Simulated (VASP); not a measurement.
# Ba (I4/mmm) in VASP: notebook

Ba is run at these levels: PBE; tasks: single point.

Everything below comes from runs of VASP 6.6.1. Logs are shortened: lines on timing, memory, paths and dates and some standing lists are left out, and cuts for length are marked.

## Step 1: The cell of the first run

The typed cell holds 1 atom: a = 4.167 Å, b = 4.167 Å, c = 4.167 Å, α = 109.46°, β = 109.46°, γ = 109.49°.

## Step 2: Single point, PBE (55.68 Å³/atom)

The input, INCAR:

```
PREC = Accurate
ENCUT = 520
EDIFF = 1E-6
ISMEAR = 0
SIGMA = 0.1
LREAL = F
LASPH = T
NELM = 100
ALGO = Fast
ISIF = 2
LWAVE = F
LCHARG = F
GGA = PE
NBANDS = 11
```

The input, KPOINTS:

```
regular mesh
0
Gamma
  16 16 16
```

The input, POSCAR:

```
Ba
1.0
   -2.4058217752      2.4058217752      2.4051136195
    2.4058217752     -2.4058217752      2.4051136195
    2.4058217752      2.4058217752     -2.4051136195
Ba
1
Direct
    0.0000000000      0.0000000000      0.0000000000
```

Potentials or basis: VASP PAW PBE potentials, release 64 (Ba_sv).

On the command line:

```
$ cat potpaw_PBE.64/Ba_sv/POTCAR > POTCAR
$ mpirun -np 1 vasp_std > vasp.out
```

OUTCAR:

```text
PREC = Accurate
   ENCUT = 520
   EDIFF = 1E-6
   ISMEAR = 0
   LREAL = F
   LASPH = T
   NELM = 100
   ISIF = 2
   GGA = PE

 ion  position               nearest neighbor table
   1  0.000  0.000  0.000-

  LATTYP: Found a body centered tetragonal cell.
 ALAT       =     4.8116435504
 C/A-ratio  =     0.9997056491

  Lattice vectors:

 A1 = (  -2.4058217752,   2.4058217752,   2.4051136195)
 A2 = (   2.4058217752,  -2.4058217752,   2.4051136195)
 A3 = (   2.4058217752,   2.4058217752,  -2.4051136195)

Analysis of symmetry for initial positions (statically):
=====================================================================
 Subroutine PRICEL returns:
 Original cell was already a primitive cell.

 Routine SETGRP: Setting up the symmetry group for a
 body centered tetragonal supercell.

 Subroutine GETGRP returns: Found 16 space group operations
 (whereof 16 operations were pure point group operations)
 out of a pool of 16 trial point group operations.

The static configuration has the point symmetry D_4h.

Analysis of symmetry for dynamics (positions and initial velocities):
=====================================================================
 Subroutine PRICEL returns:
 Original cell was already a primitive cell.

 Routine SETGRP: Setting up the symmetry group for a
 body centered tetragonal supercell.

 Subroutine GETGRP returns: Found 16 space group operations
 (whereof 16 operations were pure point group operations)
 out of a pool of 16 trial point group operations.

The dynamic configuration has the point symmetry D_4h.

 Subroutine INISYM returns: Found 16 space group operations
 (whereof 16 operations are pure point group operations),
 and found     1 'primitive' translations

----------------------------------------------------------------------------------------

                                     Primitive cell

  volume of cell :      55.6830

  direct lattice vectors                    reciprocal lattice vectors
    -2.405821775  2.405821775  2.405113619     0.000000000  0.207829194  0.207890387
     2.405821775 -2.405821775  2.405113619     0.207829194  0.000000000  0.207890387
     2.405821775  2.405821775 -2.405113619     0.207829194  0.207829194  0.000000000

  length of vectors
     4.166596735  4.166596735  4.166596735     0.293958138  0.293958138  0.293914865

  position of ions in fractional coordinates (direct lattice)
     0.000000000  0.000000000  0.000000000

  ion indices of the primitive-cell ions
   primitive index   ion index
                 1           1
[... 74 lines left out ...]
   EDIFFG = 0.1E-04   stopping-criterion for IOM
   NSW    =      0    number of steps for IOM
   IBRION =     -1    ionic relax: 0-MD 1-quasi-New 2-CG
   NFREE  =      0    steps in history (QN), initial steepest desc. (CG)
   ISIF   =      2    stress and relaxation
   ISYM   =      2    0-nonsym 1-usesym 2-fastsym
   POTIM  = 0.5000    time-step for ionic-motion
   TEBEG  =    0.0;   TEEND  =   0.0 temperature during run
   PSTRESS=    0.0 pullay stress
   NELECT =      10.0000    total number of electrons
   NUPDOWN=      -1.0000    fix difference up-down
   EMIN   =  10.00;   EMAX   =-10.00  energy-range for DOS
   EFERMI =   0.00;   METHOD = LEGACY
   ISMEAR =     0;   SIGMA  =   0.10  broadening in eV -4-tet -1-fermi 0-gaus
   EFERMI_NEDOS =   21; number of points for ismear=-14 and -15
   IALGO  =     68    algorithm
   IMIX   =      4    mixing-type and parameters
     AMIX     =   0.40;   BMIX     =  1.00
     AMIX_MAG =   1.60;   BMIX_MAG =  1.00
  volume/ion in A,a.u.               =      55.68       375.77
  Fermi-wavevector in a.u.,A,eV,Ry     =   0.923636  1.745418 11.607167  0.853103
  Thomas-Fermi vector in A             =   2.049294
   LORBIT       =      0    0 simple, 1 ext, 2 COOP (PROOUT), +10 PAW based schemes
   GGA     = PE    functional components
   LHFCALC =     F    Hartree Fock is set to
   AEXX    =    0.0000 exact exchange contribution
   IVDW    =     0    specifies the selected vdW correction
   LEPSILON=     F    determine dielectric tensor
   LRPA    =     F    only Hartree local field effects (RPA)
 non-spin polarized calculation
 RMM-DIIS sequential band-by-band and
 Gauss-broadening in eV      SIGMA  =   0.10
  energy-cutoff  :      520.00
  volume of cell :       55.68
 maximum number of plane-waves:      1516
   NGX = 15   NGY = 15   NGZ = 15

 number of electron      10.0000001 magnetization

 Free energy of the ion-electron system (eV)
  ---------------------------------------------------
  ext. energy  EPLUGINS =         0.00000000
  ---------------------------------------------------
  free energy    TOTEN  =        -1.87841566 eV

  energy without entropy =       -1.87219976  energy(sigma->0) =       -1.87530771

 E-fermi :   2.0698     XC(G=0):  -7.8142

 val. band max:        2.0484746980   @ k =   0.4375   0.2500   0.1250
 cond. band min:       2.0753041240   @ k =   0.3125   0.2500   0.0625
 fundamental gap:      0.0268294260
 Fermi energy:         2.0697639435

 k-point     1 :       0.0000    0.0000    0.0000
  band No.  band energies     occupation
      1     -26.6134      2.00000
      2     -11.4751      2.00000
      3     -11.4751      2.00000
      4     -11.4751      2.00000
      5      -0.7173      2.00000
      6       4.0440      0.00000
      7       4.0460      0.00000
      8       4.0460      0.00000
      9       5.6169      0.00000
     10       5.6198      0.00000
     11       9.3767      0.00000
[... 309 lines left out ...]
 k-point    24 :      -0.0625    0.0625    0.0000
  band No.  band energies     occupation
      1     -26.6106      2.00000
      2     -11.5036      2.00000
      3     -11.4835      2.00000
      4     -11.4753      2.00000
      5      -0.6314      2.00000
      6       3.9737      0.00000
      7       4.0104      0.00000
      8       4.1326      0.00000
      9       5.4852      0.00000
     10       5.6113      0.00000
     11       9.4818      0.00000

 [... further k-points ...]
[... 5 lines left out ...]
  --------------------------------------------------------------------------------------
  -------------------------------------------------------------------------------------
  Total        0.4992029      0.4992029      0.4998265      0.0000000      0.0000000      0.0000000
  in kB       14.3636631     14.3636631     14.3816051      0.0000000      0.0000000      0.0000000
  external PRESSURE =      14.3696438 kB  Pullay stress =       0.0000000 kB

 VOLUME and BASIS-vectors are now :
 -----------------------------------------------------------------------------
  energy-cutoff  :      520.00
  volume of cell :       55.68
      direct lattice vectors                 reciprocal lattice vectors
    -2.405821775  2.405821775  2.405113619     0.000000000  0.207829194  0.207890387
     2.405821775 -2.405821775  2.405113619     0.207829194  0.000000000  0.207890387
     2.405821775  2.405821775 -2.405113619     0.207829194  0.207829194  0.000000000

 POSITION                                       TOTAL-FORCE (eV/Angst)
 -----------------------------------------------------------------------------------
      0.00000      0.00000      0.00000        -0.000000     -0.000000      0.000000
 -----------------------------------------------------------------------------------
    total drift:                                0.000000      0.000000      0.000000

  FREE ENERGIE OF THE ION-ELECTRON SYSTEM (eV)
  ---------------------------------------------------
  free  energy   TOTEN  =        -1.8784156550 eV

  energy  without entropy=       -1.8721997627  energy(sigma->0) =       -1.87530771
```

OSZICAR:

```text
N       E                     dE             d eps       ncg     rms          rms(c)
DAV:   1     0.519794510428E+02    0.51979E+02   -0.43442E+03  7678   0.760E+02
DAV:   2     0.556582041781E+00   -0.51423E+02   -0.49997E+02  9188   0.137E+02
DAV:   3    -0.181290952154E+01   -0.23695E+01   -0.23489E+01  9810   0.298E+01
DAV:   4    -0.187979209038E+01   -0.66883E-01   -0.66792E-01  9745   0.470E+00
DAV:   5    -0.188203109044E+01   -0.22390E-02   -0.22388E-02 10277   0.670E-01    0.191E+00
RMM:   6    -0.187910963421E+01    0.29215E-02   -0.36539E-03  8334   0.599E-01    0.114E+00
RMM:   7    -0.187797343331E+01    0.11362E-02   -0.96550E-03  9230   0.104E+00    0.432E-02
RMM:   8    -0.187837310969E+01   -0.39968E-03   -0.20929E-03 10655   0.285E-01    0.192E-02
RMM:   9    -0.187840918990E+01   -0.36080E-04   -0.30317E-04 11554   0.831E-02    0.140E-02
RMM:  10    -0.187841735390E+01   -0.81640E-05   -0.58448E-05 10877   0.623E-02    0.174E-02
RMM:  11    -0.187841516243E+01    0.21915E-05   -0.17430E-05 11296   0.244E-02    0.390E-03
RMM:  12    -0.187841565505E+01   -0.49262E-06   -0.41666E-06  9627   0.115E-02
   1 F= -.18784157E+01 E0= -.18753077E+01  d E =-.621589E-02
```

Run time: 5.3 min. Hardware: 1 thread of Oxide Virtual Turin-like, shared host; peak memory 0.31 GiB.

Results:

```
Free energy            : -1.8784 eV
Pressure               : 1.4 GPa
Band gap on the k mesh : zero (bands 5 and 6 overlap by 1.38 eV)
```

Caveat: spin-orbit coupling is left out, which moves the levels of the heavy elements.

## Step 3: Single point, PBE (57.58 Å³/atom)

This run uses another cell than the first one, of 57.58 Å³/atom.

The input, INCAR:

```
SYSTEM = Ba
ALGO = Fast
EDIFF = 1E-6
ENCUT = 520
GGA = PE
ISIF = 2
ISMEAR = 0
LASPH = .TRUE.
LCHARG = .TRUE.
LELF = .TRUE.
LREAL = .FALSE.
LVHAR = .TRUE.
LWAVE = .FALSE.
NBANDS = 11
NELM = 80
PREC = Accurate
SIGMA = 0.1
```

The input, KPOINTS:

```
k-points
0
G
  16 16 16
  0 0 0
```

The input, POSCAR:

```
Ba
1.0
   -2.4328557433      2.4328557433      2.4321396301
    2.4328557433     -2.4328557433      2.4321396301
    2.4328557433      2.4328557433     -2.4321396301
Ba
1
Direct
    0.0000000000      0.0000000000      0.0000000000
```

Potentials or basis: VASP PAW PBE potentials, release 64 (Ba_sv).

On the command line:

```
$ cat potpaw_PBE.64/Ba_sv/POTCAR > POTCAR
$ mpirun -np 1 vasp_std > vasp.out
```

It took 3.9 min on 1 thread of Oxide Virtual Turin-like, shared host; peak memory 0.31 GiB.

Results (log left out):

- Free energy: -1.8929 eV
- Pressure: 1.0 GPa
- Band gap on the k mesh: zero (bands 5 and 6 overlap by 1.29 eV)

Levels at points of the mesh, in eV from the Fermi level:
```tsv
k point	band 1	band 2	band 3	band 4	band 5	band 6	band 7	band 8	band 9	band 10
(0.00, 0.00, 0.00)	-28.73	-13.62	-13.62	-13.62	-2.78	1.94	1.94	1.94	3.46	3.47
(0.50, 0.00, 0.00)	-28.67	-14.23	-13.81	-13.63	-0.94	0.69	1.56	3.48	4.10	5.73
(0.50, 0.50, 0.00)	-28.67	-14.23	-13.81	-13.63	-0.94	0.69	1.56	3.48	4.10	5.72
(0.50, 0.50, 0.50)	-28.62	-14.04	-14.04	-14.04	-0.67	-0.67	4.83	4.83	4.84	5.16
```

Caveat: spin-orbit coupling is left out, which moves the levels of the heavy elements.

## Step 4: Single point, PBE (59.48 Å³/atom)

This run uses another cell than the first one, of 59.48 Å³/atom.

The input, INCAR:

```
SYSTEM = Ba
  PREC = Accurate
  ENCUT = 520
  EDIFF = 1E-6
  ISMEAR = 0
  SIGMA = 0.1
  LREAL = .False.
  LASPH = .True.
  NELM = 100
  ALGO = Fast
  ISIF = 2
  LWAVE = .False.
  LCHARG = .False.
  GGA = PE
  NBANDS = 11
```

The input, KPOINTS:

```
Automatic mesh
0
Gamma
  16 16 16
  0 0 0
```

The input, POSCAR:

```
Ba
1.0
   -2.4593018994      2.4593018994      2.4585780017
    2.4593018994     -2.4593018994      2.4585780017
    2.4593018994      2.4593018994     -2.4585780017
Ba
1
Direct
    0.0000000000      0.0000000000      0.0000000000
```

On the command line:

```
$ cat potpaw_PBE.64/Ba_sv/POTCAR > POTCAR
$ mpirun -np 1 vasp_std > vasp.out
```

Wall time 2.5 min (1 thread of Oxide Virtual Turin-like, shared host); peak memory 0.32 GiB.

The run converged. Its results:

* Free energy: -1.9028 eV
* Pressure: 0.7 GPa
* Band gap on the k mesh: zero (bands 5 and 6 overlap by 1.20 eV)

Levels at points of the mesh, in eV from the Fermi level:
```
           k point  band 3  band 4  band 5  band 6  band 7  band 8
(0.00, 0.00, 0.00)  -13.69  -13.69   -2.77    1.90    1.91    1.91
(0.50, 0.00, 0.00)  -13.87  -13.70   -0.92    0.69    1.44    3.38
(0.50, 0.50, 0.00)  -13.87  -13.70   -0.92    0.70    1.44    3.38
(0.50, 0.50, 0.50)  -14.07  -14.07   -0.62   -0.62    4.66    4.66
```

Caveat: spin-orbit coupling is left out, which moves the levels of the heavy elements.

## Step 5: Single point, PBE (61.38 Å³/atom)

This run uses another cell than the first one, of 61.38 Å³/atom.

The input, INCAR:

```
PREC = Accurate
ENCUT = 520
EDIFF = 1E-7
ISMEAR = 0
SIGMA = 0.1
LREAL = False
LASPH = True
NELM = 80
ALGO = Fast
ISIF = 2
LWAVE = False
LCHARG = True
GGA = PE
LELF = True
LVHAR = True
NBANDS = 11
```

The input, KPOINTS:

```
regular mesh
0
Gamma
  16 16 16
```

The input, POSCAR:

```
Ba
1.0
   -2.4851911903      2.4851911903      2.4844596721
    2.4851911903     -2.4851911903      2.4844596721
    2.4851911903      2.4851911903     -2.4844596721
Ba
1
Direct
    0.0000000000      0.0000000000      0.0000000000
```

On the command line:

```
$ cat potpaw_PBE.64/Ba_sv/POTCAR > POTCAR
$ mpirun -np 1 vasp_std > vasp.out
```

Wall time 5 min (1 thread of Oxide Virtual Turin-like, shared host); peak memory 0.33 GiB.

The run converged. Its results:

* Free energy: -1.9087 eV
* Pressure: 0.3 GPa
* Band gap on the k mesh: zero (bands 5 and 6 overlap by 1.13 eV)

Levels at points of the mesh, in eV from the Fermi level:
```tsv
k point	band 3	band 4	band 5	band 6	band 7	band 8
(0.00, 0.00, 0.00)	-13.77	-13.77	-2.75	1.87	1.87	1.87
(0.50, 0.00, 0.00)	-13.93	-13.77	-0.90	0.70	1.34	3.29
(0.50, 0.50, 0.00)	-13.92	-13.77	-0.90	0.70	1.34	3.29
(0.50, 0.50, 0.50)	-14.11	-14.11	-0.57	-0.57	4.50	4.50
```

Caveat: spin-orbit coupling is left out, which moves the levels of the heavy elements.

## Step 6: The runs side by side

```tsv
cell	further INCAR settings	gap on the mesh (eV)	pressure (GPa)
a = 4.167 Å, angles 109.5°, 1 atom	ALGO = Fast; EDIFF = 1e-06; NBANDS = 11	none	1.4
a = 4.213 Å, angles 109.5°, 1 atom	ALGO = Fast; EDIFF = 1e-06; NBANDS = 11	none	1.0
a = 4.259 Å, angles 109.5°, 1 atom	ALGO = Fast; EDIFF = 1e-06; NBANDS = 11	none	0.7
a = 4.304 Å, angles 109.5°, 1 atom	ALGO = Fast; EDIFF = 1e-07; NBANDS = 11	none	0.3
```

Alike in all rows: task single point; level PBE; potentials or basis VASP PAW PBE potentials, release 64 (Ba_sv); no spin polarisation; k mesh 16 × 16 × 16; cutoff (eV) 520; smearing gaussian 0.1 eV.

Caveats: spin-orbit coupling is left out, which moves the levels of the heavy elements.

Absolute energies hang on the potentials; compare differences alone.

The gap in the log of VASP goes by the Fermi energy; the results here count the filled bands.